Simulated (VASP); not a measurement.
# Bi2AsBrO4 (P4/mmm) in VASP: single point with r2SCAN

Aim: the single point of Bi2AsBrO4 with r2SCAN.

Program: VASP 6.6.1. These are calculated values, not measurements. Logs are shortened: lines on timing, memory, paths and dates and some standing lists are left out, and cuts for length are marked.

**1. The cell of the first run**

Symmetry: P4/mmm, No. 123, tetragonal system. Conventional cell: a = 3.846 Å, b = 3.846 Å, c = 9.047 Å, α = 90.00°, β = 90.00°, γ = 90.00°. Within 4.5 Å of Br (site symmetry 4/mmm) lie 8 Bi at 3.40 Å and 8 O at 3.64 Å and 4 Br at 3.85 Å. As (site symmetry 4/mmm) has 8 O at 2.40 Å within 3.2 Å. Within 2.9 Å of Bi (site symmetry 4mm) lie 4 O at 2.19 Å. O (site symmetry 2mm) has 2 Bi at 2.19 Å and 2 As at 2.40 Å and 5 O at 2.72 to 2.88 Å within 2.9 Å.

**2. Single point, r2SCAN**

POSCAR

```
Bi2AsBrO4
1.0
    3.8457720000      0.0000000000      0.0000000000
    0.0000000000      3.8457720000      0.0000000000
    0.0000000000      0.0000000000      9.0466750000
Br As Bi O
1 1 2 4
Direct
    0.0000000000      0.0000000000      0.5000000000
    0.0000000000      0.0000000000      0.0000000000
    0.5000000000      0.5000000000      0.7256000000
    0.5000000000      0.5000000000      0.2744000000
    0.5000000000      0.0000000000      0.8410000000
    0.0000000000      0.5000000000      0.8410000000
    0.5000000000      0.0000000000      0.1590000000
    0.0000000000      0.5000000000      0.1590000000
```

INCAR.step1

```
  PREC = Accurate
  ENCUT = 520
  ISMEAR = -1
  SIGMA = 0.0386
  LREAL = F
  LASPH = T
  NELM = 60
  NBANDS = 43
  GGA = PE
  ALGO = Normal
  EDIFF = 1E-4
  LWAVE = T
  LCHARG = F
```

INCAR.step2

```
  PREC = Accurate
  ENCUT = 520
  EDIFF = 1E-6
  ISMEAR = -1
  SIGMA = 0.0386
  LREAL = F
  LASPH = T
  NELM = 60
  ALGO = Normal
  ISIF = 2
  LWAVE = F
  LCHARG = F
  METAGGA = R2SCAN
  LMIXTAU = T
  NBANDS = 43
  ISTART = 1
```

KPOINTS

```
Automatic mesh
0
Gamma
  7 7 3
```

Potentials or basis: VASP PAW PBE potentials, release 64 (Br, As, Bi_d, O).

Run with:

```
$ cat potpaw_PBE.64/Br/POTCAR potpaw_PBE.64/As/POTCAR potpaw_PBE.64/Bi_d/POTCAR potpaw_PBE.64/O/POTCAR > POTCAR
$ cp INCAR.step1 INCAR
$ mpirun -np 1 vasp_std > vasp.out
$ cp INCAR.step2 INCAR
$ mpirun -np 1 vasp_std > vasp.out
```

OUTCAR:

```text
PREC = Accurate
   ENCUT = 520
   EDIFF = 1E-6
   ISMEAR = -1
   LREAL = F
   LASPH = T
   NELM = 60
   ISIF = 2
   METAGGA = R2SCAN
   ISTART = 1

 ion  position               nearest neighbor table
   1  0.000  0.000  0.500-
   2  0.000  0.000  0.000-   5 2.40   6 2.40   7 2.40   8 2.40   6 2.40   8 2.40   5 2.40   7 2.40

   3  0.500  0.500  0.726-   5 2.19   6 2.19   5 2.19   6 2.19
   4  0.500  0.500  0.274-   7 2.19   8 2.19   7 2.19   8 2.19
   5  0.500  0.000  0.841-   3 2.19   3 2.19   2 2.40   2 2.40
   6  0.000  0.500  0.841-   3 2.19   3 2.19   2 2.40   2 2.40
   7  0.500  0.000  0.159-   4 2.19   4 2.19   2 2.40   2 2.40
   8  0.000  0.500  0.159-   4 2.19   4 2.19   2 2.40   2 2.40

  LATTYP: Found a simple tetragonal cell.
 ALAT       =     3.8457720000
 C/A-ratio  =     2.3523690432

  Lattice vectors:

 A1 = (   3.8457720000,   0.0000000000,   0.0000000000)
 A2 = (   0.0000000000,   3.8457720000,   0.0000000000)
 A3 = (   0.0000000000,   0.0000000000,   9.0466750000)

Analysis of symmetry for initial positions (statically):
=====================================================================
 Subroutine PRICEL returns:
 Original cell was already a primitive cell.

 Routine SETGRP: Setting up the symmetry group for a
 simple tetragonal supercell.

 Subroutine GETGRP returns: Found 16 space group operations
 (whereof 16 operations were pure point group operations)
 out of a pool of 16 trial point group operations.

The static configuration has the point symmetry D_4h.

Analysis of symmetry for dynamics (positions and initial velocities):
=====================================================================
 Subroutine PRICEL returns:
 Original cell was already a primitive cell.

 Routine SETGRP: Setting up the symmetry group for a
 simple tetragonal supercell.

 Subroutine GETGRP returns: Found 16 space group operations
 (whereof 16 operations were pure point group operations)
 out of a pool of 16 trial point group operations.

The dynamic configuration has the point symmetry D_4h.

 Subroutine INISYM returns: Found 16 space group operations
 (whereof 16 operations are pure point group operations),
 and found     1 'primitive' translations

----------------------------------------------------------------------------------------

                                     Primitive cell

  volume of cell :     133.8000

  direct lattice vectors                    reciprocal lattice vectors
     3.845772000  0.000000000  0.000000000     0.260025815  0.000000000  0.000000000
     0.000000000  3.845772000  0.000000000     0.000000000  0.260025815  0.000000000
     0.000000000  0.000000000  9.046675000     0.000000000  0.000000000  0.110537850

  length of vectors
     3.845772000  3.845772000  9.046675000     0.260025815  0.260025815  0.110537850

  position of ions in fractional coordinates (direct lattice)
     0.000000000  0.000000000  0.500000000
     0.000000000  0.000000000  0.000000000
     0.500000000  0.500000000  0.725600000
     0.500000000  0.500000000  0.274400000
     0.500000000  0.000000000  0.841000000
     0.000000000  0.500000000  0.841000000
     0.500000000  0.000000000  0.159000000
     0.000000000  0.500000000  0.159000000

  ion indices of the primitive-cell ions
   primitive index   ion index
                 1           1
                 2           2
                 3           3
                 4           4
                 5           5
                 6           6
                 7           7
                 8           8

----------------------------------------------------------------------------------------

 KPOINTS: Automatic mesh

Automatic generation of k-mesh.
 Grid dimensions read from file:
 generate k-points for:    7    7    3

 Generating k-lattice:

  Cartesian coordinates                     Fractional coordinates (reciprocal lattice)
     0.037146545  0.000000000  0.000000000     0.142857143  0.000000000  0.000000000
     0.000000000  0.037146545  0.000000000     0.000000000  0.142857143  0.000000000
     0.000000000  0.000000000  0.036845950     0.000000000  0.000000000  0.333333333

  Length of vectors
     0.037146545  0.037146545  0.036845950

  Shift w.r.t. Gamma in fractional coordinates (k-lattice)
     0.000000000  0.000000000  0.000000000

 Subroutine IBZKPT returns following result:
 ===========================================

 Found     20 irreducible k-points:

 Following reciprocal coordinates:
            Coordinates               Weight
  0.000000  0.000000  0.000000      1.000000
  0.142857  0.000000  0.000000      4.000000
  0.285714  0.000000  0.000000      4.000000
  0.428571  0.000000  0.000000      4.000000
  0.142857  0.142857  0.000000      4.000000
  0.285714  0.142857  0.000000      8.000000
[... 12 lines left out ...]
  0.428571  0.285714  0.333333     16.000000
  0.428571  0.428571  0.333333      8.000000
   k-points           NKPTS =     20   k-points in BZ     NKDIM =     20   number of bands    NBANDS=     43
   number of dos      NEDOS =    301   number of ions     NIONS =      8
   total plane-waves  NPLWV =  63000
   dimension x,y,z NGX =    30 NGY =   30 NGZ =   70
   dimension x,y,z NGXF=    60 NGYF=   60 NGZF=  140
   ions per type =               1   1   2   4
   NGX,Y,Z   is equivalent  to a cutoff of  12.97, 12.97, 12.86 a.u.
   NGXF,Y,Z  is equivalent  to a cutoff of  25.94, 25.94, 25.73 a.u.
 SYSTEM =  unknown system
   PREC   = accura    normal or accurate (medium, high low for compatibility)
   ISTART =      1    job   : 0-new  1-cont  2-samecut
   ICHARG =      0    charge: 1-file 2-atom 10-const
   ISPIN  =      1    spin polarized calculation?
   LNONCOLLINEAR =      F non collinear calculations
   LSORBIT =      F    spin-orbit coupling
   LASPH  =      T    aspherical Exc in radial PAW
   ENCUT  =  520.0 eV  38.22 Ry    6.18 a.u.   7.15  7.15 16.82*2*pi/ulx,y,z
   NELM   =     60;   NELMIN=  2; NELMDL=  0     # of ELM steps
   EDIFF  = 0.1E-05   stopping-criterion for ELM
   LREAL  =      F    real-space projection
[... 7 lines left out ...]
   TEBEG  =    0.0;   TEEND  =   0.0 temperature during run
   PSTRESS=    0.0 pullay stress
   NELECT =      66.0000    total number of electrons
   NUPDOWN=      -1.0000    fix difference up-down
   EMIN   =  10.00;   EMAX   =-10.00  energy-range for DOS
   EFERMI =   0.00;   METHOD = LEGACY
   ISMEAR =    -1;   SIGMA  =   0.04  broadening in eV -4-tet -1-fermi 0-gaus
   EFERMI_NEDOS =   21; number of points for ismear=-14 and -15
   IALGO  =     38    algorithm
   IMIX   =      4    mixing-type and parameters
     AMIX     =   0.40;   BMIX     =  1.00
     AMIX_MAG =   1.60;   BMIX_MAG =  1.00
  volume/ion in A,a.u.               =      16.72       112.87
  Fermi-wavevector in a.u.,A,eV,Ry     =   1.293513  2.444385 22.764939  1.673176
  Thomas-Fermi vector in A             =   2.425154
   LORBIT       =      0    0 simple, 1 ext, 2 COOP (PROOUT), +10 PAW based schemes
   METAGGA = R2SCAN    functional components
   LHFCALC =     F    Hartree Fock is set to
   AEXX    =    0.0000 exact exchange contribution
   IVDW    =     0    specifies the selected vdW correction
   LEPSILON=     F    determine dielectric tensor
   LRPA    =     F    only Hartree local field effects (RPA)
 non-spin polarized calculation
  energy-cutoff  :      520.00
  volume of cell :      133.80
 maximum number of plane-waves:      3620
 NGX is ok and might be reduce to    30
   NGX = 15   NGY = 15   NGZ = 33

 number of electron      66.0000023 magnetization

 Free energy of the ion-electron system (eV)
  ---------------------------------------------------
  ext. energy  EPLUGINS =         0.00000000
  ---------------------------------------------------
  free energy    TOTEN  =      -176.74599460 eV

  energy without entropy =     -176.74599460  energy(sigma->0) =     -176.74599460

 E-fermi :   5.6035     XC(G=0): -10.9553

 val. band max:        4.6873593831   @ k =   0.4286   0.0000   0.3333
 cond. band min:       6.5794308213   @ k =   0.0000   0.0000   0.0000
 fundamental gap:      1.8920714382
 Fermi energy:         5.6034519059

 k-point     1 :       0.0000    0.0000    0.0000
  band No.  band energies     occupation
      1     -18.2449      2.00000
      2     -18.2398      2.00000
      3     -17.9252      2.00000
      4     -17.9110      2.00000
      5     -17.9037      2.00000
      6     -17.9037      2.00000
[... 35 lines left out ...]
     42      12.4114      0.00000
     43      12.4116      0.00000

 k-point     2 :       0.1429    0.0000    0.0000
  band No.  band energies     occupation
      1     -18.2259      2.00000
      2     -18.2203      2.00000
      3     -17.9548      2.00000
      4     -17.9444      2.00000
      5     -17.9030      2.00000
      6     -17.8987      2.00000
[... 35 lines left out ...]
     42      12.1409      0.00000
     43      12.6922      0.00000

 k-point     3 :       0.2857    0.0000    0.0000
  band No.  band energies     occupation
      1     -18.1817      2.00000
      2     -18.1744      2.00000
      3     -18.0177      2.00000
      4     -18.0048      2.00000
      5     -17.9015      2.00000
      6     -17.8974      2.00000
[... 35 lines left out ...]
     42      11.6827      0.00000
     43      12.9228      0.00000

 k-point     4 :       0.4286    0.0000    0.0000
  band No.  band energies     occupation
      1     -18.1329      2.00000
      2     -18.1227      2.00000
      3     -18.0809      2.00000
      4     -18.0672      2.00000
      5     -17.9003      2.00000
      6     -17.8963      2.00000
[... 679 lines left out ...]
     42      11.5658      0.00000
     43      13.5934      0.00000

 k-point    19 :       0.4286    0.2857    0.3333
  band No.  band energies     occupation
      1     -18.1055      2.00000
      2     -18.0972      2.00000
      3     -18.0747      2.00000
      4     -18.0667      2.00000
      5     -17.8868      2.00000
      6     -17.8841      2.00000
[... 35 lines left out ...]
     42      11.8202      0.00000
     43      13.2926      0.00000

 k-point    20 :       0.4286    0.4286    0.3333
  band No.  band energies     occupation
      1     -18.0968      2.00000
      2     -18.0885      2.00000
      3     -18.0881      2.00000
      4     -18.0797      2.00000
      5     -17.8571      2.00000
      6     -17.8566      2.00000
[... 35 lines left out ...]
     42      12.1382      0.00000
     43      13.0142      0.00000

------------------------ aborting loop because EDIFF is reached ----------------------------------------

  FORCE on cell =-STRESS in cart. coord.  units (eV):
  Direction    XX          YY          ZZ          XY          YZ          ZX
  --------------------------------------------------------------------------------------
  -------------------------------------------------------------------------------------
  Total        1.5302228      1.5302228     -0.9772080      0.0000000      0.0000000     -0.0000000
  in kB       18.3235326     18.3235326    -11.7015003      0.0000000      0.0000000     -0.0000000
  external PRESSURE =       8.3151883 kB  Pullay stress =       0.0000000 kB

 VOLUME and BASIS-vectors are now :
 -----------------------------------------------------------------------------
  energy-cutoff  :      520.00
  volume of cell :      133.80
      direct lattice vectors                 reciprocal lattice vectors
     3.845772000  0.000000000  0.000000000     0.260025815  0.000000000  0.000000000
     0.000000000  3.845772000  0.000000000     0.000000000  0.260025815  0.000000000
     0.000000000  0.000000000  9.046675000     0.000000000  0.000000000  0.110537850

 POSITION                                       TOTAL-FORCE (eV/Angst)
 -----------------------------------------------------------------------------------
      0.00000      0.00000      4.52334         0.000000     -0.000000      0.000000
      0.00000      0.00000      0.00000         0.000000     -0.000000      0.000000
      1.92289      1.92289      6.56427        -0.000000     -0.000000     -0.943285
      1.92289      1.92289      2.48241         0.000000      0.000000      0.943285
      1.92289      0.00000      7.60825         0.000000     -0.000000      1.408856
      0.00000      1.92289      7.60825         0.000000     -0.000000      1.408856
      1.92289      0.00000      1.43842         0.000000     -0.000000     -1.408856
      0.00000      1.92289      1.43842         0.000000     -0.000000     -1.408856
 -----------------------------------------------------------------------------------
    total drift:                                0.000000      0.000000     -0.000000

  FREE ENERGIE OF THE ION-ELECTRON SYSTEM (eV)
  ---------------------------------------------------
  free  energy   TOTEN  =      -176.7459945986 eV

  energy  without entropy=     -176.7459945986  energy(sigma->0) =     -176.74599460
```

Run time: 7.4 min. Hardware: 1 thread of Oxide Virtual Turin-like, shared host; peak memory 0.29 GiB.

Results:

```
Free energy            : -176.7460 eV
Pressure               : 0.8 GPa
Largest force          : 1.409 eV/Å
Band gap on the k mesh : 1.89 eV, indirect (least direct gap 2.82 eV)
```

Forces on the atoms (eV/Å):
```
Br   0.000  0.000  0.000
As   0.000  0.000  0.000
Bi   0.000  0.000 -0.943
Bi   0.000  0.000  0.943
O    0.000  0.000  1.409
O    0.000  0.000  1.409
O    0.000  0.000 -1.409
O    0.000  0.000 -1.409
```

Levels at points of the mesh, in eV from the valence-band top:
```tsv
k point	band 30	band 31	band 32	band 33	band 34	band 35	band 36	band 37
(0.00, 0.00, 0.00)	-1.36	-1.34	-1.07	-0.93	1.89	2.57	3.50	3.50
```

Caveat: the PAW data sets were made with another functional, which shifts forces and pressure a little; spin-orbit coupling is left out, which moves the levels of the heavy elements.
